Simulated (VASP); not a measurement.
# CaO (Fm-3m) in VASP: G0W0 quasiparticle levels with PBE

Aim: the G0W0 quasiparticle levels of CaO with PBE.

Program: VASP 6.6.1. These are calculated values, not measurements. Logs are shortened: lines on timing, memory, paths and dates and some standing lists are left out, and cuts for length are marked.

## Step 1: The cell of the first run

Symmetry: Fm-3m, No. 225, cubic system. Conventional cell: a = 4.795 Å, b = 4.795 Å, c = 4.795 Å, α = 90.00°, β = 90.00°, γ = 90.00°. Within 3.2 Å of Ca (site symmetry m-3m) lie 6 O at 2.40 Å. Within 3.2 Å of O (site symmetry m-3m) lie 6 Ca at 2.40 Å.

## Step 2: G0W0 quasiparticle levels, PBE

POSCAR reads:

```
CaO
1.0
    0.0000000000      2.3975501136      2.3975501136
    2.3975501136      0.0000000000      2.3975501136
    2.3975501136      2.3975501136      0.0000000000
Ca O
1 1
Direct
    0.0000000000      0.0000000000      0.0000000000
    0.5000000000      0.5000000000      0.5000000000
```

INCAR.step1 reads:

```
ALGO = Normal
EDIFF = 1E-8
ENCUT = 500
GGA = PE
ISMEAR = 0
LASPH = T
LCHARG = F
LREAL = F
LWAVE = T
NELM = 80
PREC = Accurate
SIGMA = 0.01
```

INCAR.step2 reads:

```
ALGO = Exact
EDIFF = 1E-8
ENCUT = 500
GGA = PE
ISMEAR = 0
ISTART = 1
LASPH = T
LCHARG = F
LOPTICS = T
LREAL = F
LWAVE = T
NBANDS = 159
NELM = 1
PREC = Accurate
SIGMA = 0.01
```

INCAR.step3 reads:

```
ALGO = EVGW0
EDIFF = 1E-8
ENCUT = 500
ENCUTGW = 180.0
GGA = PE
ISMEAR = 0
ISTART = 1
LASPH = T
LCHARG = F
LREAL = F
LWAVE = F
NBANDS = 159
NBANDSGW = 16
NELMGW = 1
NOMEGA = 96
OMEGAMAX = 20
PREC = Accurate
PRECFOCK = Fast
SIGMA = 0.01
```

KPOINTS reads:

```
k-points
0
Gamma
  6 6 6
```

Potentials or basis: VASP PAW PBE potentials, release 64 (Ca_sv_GW, O_GW).

On the command line:

```
$ cat potpaw_PBE.64/Ca_sv_GW/POTCAR potpaw_PBE.64/O_GW/POTCAR > POTCAR
$ cp INCAR.step1 INCAR
$ mpirun -np 1 vasp_std > vasp.out
$ cp INCAR.step2 INCAR
$ mpirun -np 1 vasp_std > vasp.out
$ cp INCAR.step3 INCAR
$ mpirun -np 1 vasp_std > vasp.out
```

OUTCAR:

```text
EDIFF = 1E-8
   ENCUT = 500
   ENCUTGW = 180.0
   GGA = PE
   ISMEAR = 0
   ISTART = 1
   LASPH = T
   LREAL = F
   NELMGW = 1
   PREC = Accurate
   PRECFOCK = Fast

 ion  position               nearest neighbor table
   1  0.000  0.000  0.000-   2 2.40   2 2.40   2 2.40   2 2.40   2 2.40   2 2.40
   2  0.500  0.500  0.500-   1 2.40   1 2.40   1 2.40   1 2.40   1 2.40   1 2.40

  LATTYP: Found a face centered cubic cell.
 ALAT       =     4.7951002272

  Lattice vectors:

 A1 = (   0.0000000000,   2.3975501136,   2.3975501136)
 A2 = (   2.3975501136,   0.0000000000,   2.3975501136)
 A3 = (   2.3975501136,   2.3975501136,   0.0000000000)

Analysis of symmetry for initial positions (statically):
=====================================================================
 Subroutine PRICEL returns:
 Original cell was already a primitive cell.

 Routine SETGRP: Setting up the symmetry group for a
 face centered cubic supercell.

 Subroutine GETGRP returns: Found 48 space group operations
 (whereof 48 operations were pure point group operations)
 out of a pool of 48 trial point group operations.

The static configuration has the point symmetry O_h .

Analysis of symmetry for dynamics (positions and initial velocities):
=====================================================================
 Subroutine PRICEL returns:
 Original cell was already a primitive cell.

 Routine SETGRP: Setting up the symmetry group for a
 face centered cubic supercell.

 Subroutine GETGRP returns: Found 48 space group operations
 (whereof 48 operations were pure point group operations)
 out of a pool of 48 trial point group operations.

The dynamic configuration has the point symmetry O_h .

 Subroutine INISYM returns: Found 48 space group operations
 (whereof 48 operations are pure point group operations),
 and found     1 'primitive' translations

----------------------------------------------------------------------------------------

                                     Primitive cell

  volume of cell :      27.5634

  direct lattice vectors                    reciprocal lattice vectors
     0.000000000  2.397550114  2.397550114    -0.208546214  0.208546214  0.208546214
     2.397550114  0.000000000  2.397550114     0.208546214 -0.208546214  0.208546214
     2.397550114  2.397550114  0.000000000     0.208546214  0.208546214 -0.208546214

  length of vectors
     3.390647887  3.390647887  3.390647887     0.361212639  0.361212639  0.361212639

  position of ions in fractional coordinates (direct lattice)
     0.000000000  0.000000000  0.000000000
     0.500000000  0.500000000  0.500000000

  ion indices of the primitive-cell ions
   primitive index   ion index
                 1           1
                 2           2

----------------------------------------------------------------------------------------

 KPOINTS: k-points

Automatic generation of k-mesh.
 Grid dimensions read from file:
 generate k-points for:    6    6    6

 Generating k-lattice:

  Cartesian coordinates                     Fractional coordinates (reciprocal lattice)
    -0.034757702  0.034757702  0.034757702     0.166666667  0.000000000  0.000000000
     0.034757702 -0.034757702  0.034757702     0.000000000  0.166666667  0.000000000
     0.034757702  0.034757702 -0.034757702     0.000000000  0.000000000  0.166666667

  Length of vectors
     0.060202107  0.060202107  0.060202107

  Shift w.r.t. Gamma in fractional coordinates (k-lattice)
     0.000000000  0.000000000  0.000000000

 Subroutine IBZKPT returns following result:
 ===========================================

 Found     16 irreducible k-points:

 Following reciprocal coordinates:
            Coordinates               Weight
  0.000000  0.000000  0.000000      1.000000
  0.166667  0.000000  0.000000      8.000000
  0.333333  0.000000  0.000000      8.000000
  0.500000  0.000000  0.000000      4.000000
  0.166667  0.166667  0.000000      6.000000
  0.333333  0.166667  0.000000     24.000000
[... 8 lines left out ...]
 -0.333333  0.333333  0.166667     24.000000
 -0.333333  0.500000  0.166667     12.000000
   k-points           NKPTS =     16   k-points in BZ     NKDIM =    216   number of bands    NBANDS=    159
   number of dos      NEDOS =    301   number of ions     NIONS =      2
   total plane-waves  NPLWV =  21952
   dimension x,y,z NGX =    28 NGY =   28 NGZ =   28
   dimension x,y,z NGXF=    56 NGYF=   56 NGZF=   56
   ions per type =               1   1
   NGX,Y,Z   is equivalent  to a cutoff of  13.73, 13.73, 13.73 a.u.
   NGXF,Y,Z  is equivalent  to a cutoff of  27.46, 27.46, 27.46 a.u.
 SYSTEM =  unknown system
   PREC   = accura    normal or accurate (medium, high low for compatibility)
   ISTART =      1    job   : 0-new  1-cont  2-samecut
   ICHARG =      0    charge: 1-file 2-atom 10-const
   ISPIN  =      1    spin polarized calculation?
   LNONCOLLINEAR =      F non collinear calculations
   LSORBIT =      F    spin-orbit coupling
   LASPH  =      T    aspherical Exc in radial PAW
   ENCUT  =  500.0 eV  36.75 Ry    6.06 a.u.   6.18  6.18  6.18*2*pi/ulx,y,z
   NELM   =     60;   NELMIN=  2; NELMDL=  0     # of ELM steps
   EDIFF  = 0.1E-07   stopping-criterion for ELM
   LREAL  =      F    real-space projection
   EDIFFG = 0.1E-06   stopping-criterion for IOM
   NSW    =      0    number of steps for IOM
   IBRION =     -1    ionic relax: 0-MD 1-quasi-New 2-CG
   NFREE  =      0    steps in history (QN), initial steepest desc. (CG)
   ISIF   =      0    stress and relaxation
   ISYM   =      3    0-nonsym 1-usesym 2-fastsym
   POTIM  = 0.5000    time-step for ionic-motion
   TEBEG  =    0.0;   TEEND  =   0.0 temperature during run
   PSTRESS=    0.0 pullay stress
   NELECT =      16.0000    total number of electrons
   NUPDOWN=      -1.0000    fix difference up-down
   EMIN   =  10.00;   EMAX   =-10.00  energy-range for DOS
   EFERMI =   0.00;   METHOD = LEGACY
   ISMEAR =     0;   SIGMA  =   0.01  broadening in eV -4-tet -1-fermi 0-gaus
   EFERMI_NEDOS =   21; number of points for ismear=-14 and -15
   IALGO  =     38    algorithm
   IMIX   =      4    mixing-type and parameters
     AMIX     =   0.40;   BMIX     =  1.00
     AMIX_MAG =   1.60;   BMIX_MAG =  1.00
  volume/ion in A,a.u.               =      13.78        93.00
  Fermi-wavevector in a.u.,A,eV,Ry     =   1.365643  2.580691 25.374598  1.864980
  Thomas-Fermi vector in A             =   2.491853
   LORBIT       =      0    0 simple, 1 ext, 2 COOP (PROOUT), +10 PAW based schemes
   GGA     = PE    functional components
   LHFCALC =     T    Hartree Fock is set to
   PRECFOCK=fast      Normal, Fast or Accurate (Low or Medium for compatibility)
   ENCUT4O =  -1.0   cutoff for four orbital integrals eV
   NKREDX  =     1    reduce k-point grid by
   NKREDY  =     1    reduce k-point grid by
   NKREDZ  =     1    reduce k-point grid by
   AEXX    =    1.0000 exact exchange contribution
   HFSCREEN=    0.0000 screening length (either q_TF or 0.3 A-1)
   HFSCREENC=   0.0000 screening length for correlation (either q_TF or 0.3 A-1)
   ENCUTFOCK=  -1.0 apply spherical cutoff to Coloumb kernel
   IVDW    =     0    specifies the selected vdW correction
   LEPSILON=     F    determine dielectric tensor
   LRPA    =     F    only Hartree local field effects (RPA)
   LRPAFORCE           =     F    calculate RPA forces
   ENCUTGW             = 180.0    cutoff for response function in eV
   ENCUTGWSOFT         = 144.0    soft cutoff for Coulomb kernel in GW response function in eV
   ENCUTLF             =  -1.0    cutoff for local field effects
   NELMGW              =     1    number of iterations in solving QP/BSE equation
   NELMHF              =     1    number of iterations in the inner HF iteration
   NKREDLFX            =     1    NKREDLFY  =   1   NKREDLFZ  =   1
 non-spin polarized calculation
 Gauss-broadening in eV      SIGMA  =   0.01
  energy-cutoff  :      500.00
  volume of cell :       27.56
 maximum number of plane-waves:       725
 NGX is ok and might be reduce to    28
  NGX = 14; NGY = 14; NGZ = 14
   NGX = 13   NGY = 13   NGZ = 13
 maximum number of plane-waves:       169

 QP shifts <psi_nk| G(iteration)W_0 |psi_nk>: iteration 1
 for sc-GW calculations column KS-energies equals QP-energies in previous step
 and V_xc(KS)=  KS-energies - (<T + V_ion + V_H > + <T+V_H+V_ion>^1  + <V_x>^1)

 k-point   1 :       0.0000    0.0000    0.0000
  band No.  KS-energies  QP-energies   sigma(KS)   V_xc(KS)     V^pw_x(r,r')   Z            occupation Imag(sigma)

      1     -32.9287     -34.4824     -23.0949     -20.6284     -34.4129       0.6299       2.0000       0.6132
      2     -13.6892     -16.0903     -23.3144     -20.1615     -28.1129       0.7616       2.0000       0.1663
      3     -13.6892     -16.0903     -23.3144     -20.1615     -28.1129       0.7616       2.0000       0.1663
      4     -13.6892     -16.0903     -23.3144     -20.1615     -28.1129       0.7616       2.0000       0.1663
      5     -10.8624     -12.5752     -22.0019     -19.2165     -30.6886       0.6149       2.0000       0.5726
      6       4.6731       3.6790     -20.4924     -19.1694     -24.4463       0.7514       2.0000       0.0562
[... 8 lines left out ...]
     15      19.7356      19.9031      -6.6159      -6.8039      -1.4470       0.8906       0.0000      -0.7183
     16      27.1978      29.5847     -11.1008     -14.3208      -5.1475       0.7413       0.0000      -0.7430

 k-point   2 :       0.1667    0.0000    0.0000
  band No.  KS-energies  QP-energies   sigma(KS)   V_xc(KS)     V^pw_x(r,r')   Z            occupation Imag(sigma)

      1     -32.9024     -34.4573     -23.1145     -20.6562     -34.4338       0.6325       2.0000       0.6132
      2     -14.0445     -16.2876     -22.7732     -19.7001     -28.0890       0.7299       2.0000       0.2152
      3     -13.7027     -16.0953     -23.2956     -20.1442     -28.0933       0.7592       2.0000       0.1594
      4     -13.7027     -16.0953     -23.2956     -20.1442     -28.0933       0.7592       2.0000       0.1594
      5     -10.4912     -12.3015     -22.5632     -19.7203     -30.7448       0.6367       2.0000       0.5385
      6       3.8170       2.7101     -18.9988     -17.5172     -22.7907       0.7471       2.0000       0.0567
[... 8 lines left out ...]
     15      20.6110      21.4484      -8.3114      -9.3114      -2.8132       0.8375       0.0000      -0.7093
     16      25.7725      27.4314      -9.8125     -11.6841      -4.1345       0.8864       0.0000      -0.8488

 k-point   3 :       0.3333    0.0000    0.0000
  band No.  KS-energies  QP-energies   sigma(KS)   V_xc(KS)     V^pw_x(r,r')   Z            occupation Imag(sigma)

      1     -32.8496     -34.4003     -23.1537     -20.7132     -34.4769       0.6354       2.0000       0.6121
      2     -14.5985     -16.6921     -22.1130     -19.1427     -27.9702       0.7048       2.0000       0.2724
      3     -13.7297     -16.1067     -23.2595     -20.1108     -28.0556       0.7549       2.0000       0.1455
      4     -13.7297     -16.1067     -23.2595     -20.1108     -28.0556       0.7549       2.0000       0.1455
      5      -9.9022     -11.8006     -23.2716     -20.3784     -30.9422       0.6561       2.0000       0.4904
      6       2.5578       1.3020     -17.5969     -15.8989     -21.4940       0.7396       2.0000       0.0757
[... 8 lines left out ...]
     15      19.9778      21.5087     -11.6206     -13.6402      -5.6960       0.7580       0.0000      -0.4731
     16      23.2063      24.3226      -9.7702     -11.1144      -4.2382       0.8305       0.0000      -0.6181

 k-point   4 :       0.5000    0.0000    0.0000
  band No.  KS-energies  QP-energies   sigma(KS)   V_xc(KS)     V^pw_x(r,r')   Z            occupation Imag(sigma)

      1     -32.8229     -34.3713     -23.1734     -20.7424     -34.4991       0.6369       2.0000       0.6112
      2     -14.8319     -16.8876     -21.8731     -18.9398     -27.9030       0.7008       2.0000       0.2969
      3     -13.7432     -16.1124     -23.2419     -20.0945     -28.0373       0.7527       2.0000       0.1383
      4     -13.7432     -16.1124     -23.2419     -20.0945     -28.0373       0.7527       2.0000       0.1383
      5      -9.6489     -11.5699     -23.5693     -20.6421     -31.0580       0.6562       2.0000       0.4715
      6       2.0336       0.7260     -17.1202     -15.3408     -21.1071       0.7348       2.0000       0.0865
[... 8 lines left out ...]
     15      19.0255      20.7271     -13.0923     -15.3410      -7.1591       0.7567       0.0000      -0.3498
     16      21.6361      22.3448      -8.8639      -9.7077      -3.7484       0.8400       0.0000      -0.4066
[... 184 lines left out ...]
      1     -32.8159     -34.3691     -23.1814     -20.7495     -34.5048       0.6387       2.0000       0.6236
      2     -14.4482     -16.6273     -22.3233     -19.2775     -27.9035       0.7154       2.0000       0.2512
      3     -13.9508     -16.3633     -23.0303     -19.8396     -27.8800       0.7561       2.0000       0.2005
      4     -13.8250     -16.2043     -23.1517     -19.9918     -27.9871       0.7530       2.0000       0.1619
      5     -10.1025     -11.9043     -23.0405     -20.1786     -30.9684       0.6296       2.0000       0.4657
      6       2.8352       1.5979     -18.2362     -16.5600     -22.2213       0.7382       2.0000       0.0724
[... 8 lines left out ...]
     15      20.0158      20.8555     -10.2473     -11.2907      -4.9330       0.8048       0.0000      -0.3350
     16      20.4528      22.0429     -11.7185     -13.8027      -5.7127       0.7629       0.0000      -0.5452

 k-point  15 :      -0.3333    0.3333    0.1667
  band No.  KS-energies  QP-energies   sigma(KS)   V_xc(KS)     V^pw_x(r,r')   Z            occupation Imag(sigma)

      1     -32.7986     -34.3566     -23.1949     -20.7684     -34.5193       0.6421       2.0000       0.6267
      2     -14.4449     -16.6410     -22.3509     -19.2919     -27.8915       0.7179       2.0000       0.2520
      3     -14.0242     -16.4349     -22.9409     -19.7407     -27.8044       0.7533       2.0000       0.2040
      4     -13.8864     -16.2620     -23.0792     -19.9181     -27.9595       0.7515       2.0000       0.1737
      5     -10.0816     -11.8694     -23.0675     -20.2055     -30.9974       0.6246       2.0000       0.4559
      6       2.9503       1.7244     -18.2763     -16.6209     -22.2219       0.7405       2.0000       0.0699
[... 8 lines left out ...]
     15      18.5298      19.8405     -12.0615     -13.7406      -6.5110       0.7806       0.0000      -0.2930
     16      19.8912      21.1424     -11.1305     -12.7228      -5.4879       0.7858       0.0000      -0.4148

 k-point  16 :      -0.3333    0.5000    0.1667
  band No.  KS-energies  QP-energies   sigma(KS)   V_xc(KS)     V^pw_x(r,r')   Z            occupation Imag(sigma)

      1     -32.7908     -34.3508     -23.2023     -20.7769     -34.5260       0.6432       2.0000       0.6334
      2     -14.2094     -16.6375     -22.7432     -19.5101     -27.6485       0.7510       2.0000       0.2346
      3     -14.0805     -16.3373     -22.7815     -19.6953     -28.0437       0.7312       2.0000       0.2030
      4     -14.0183     -16.4341     -22.9606     -19.7583     -27.8249       0.7544       2.0000       0.2092
      5     -10.3280     -12.0661     -22.7538     -19.9407     -30.9828       0.6179       2.0000       0.4648
      6       3.4561       2.2318     -19.0232     -17.3818     -22.9565       0.7458       2.0000       0.0611
[... 8 lines left out ...]
     15      18.4902      19.4416     -10.7229     -11.9095      -5.5364       0.8018       0.0000      -0.2139
     16      20.2414      21.7539     -12.0426     -14.0096      -6.0289       0.7689       0.0000      -0.5406
```

It took 8.5 min on 1 thread of AMD EPYC 9R45 (Zen 5), shared host; peak memory 0.73 GiB.

What came out:

| Quantity | Value |
| --- | --- |
| Quasiparticle gap | 5.90 eV |
| Least direct quasiparticle gap | 6.36 eV |
| Band gap of the starting levels on the mesh | 3.66 eV |
| Least direct gap of the starting levels on the mesh | 4.03 eV |

Caveat: the k points lie up to 0.38 Å⁻¹ apart; bands, screening cutoff and mesh are small and nothing is extrapolated, so the quasiparticle values aren't converged.
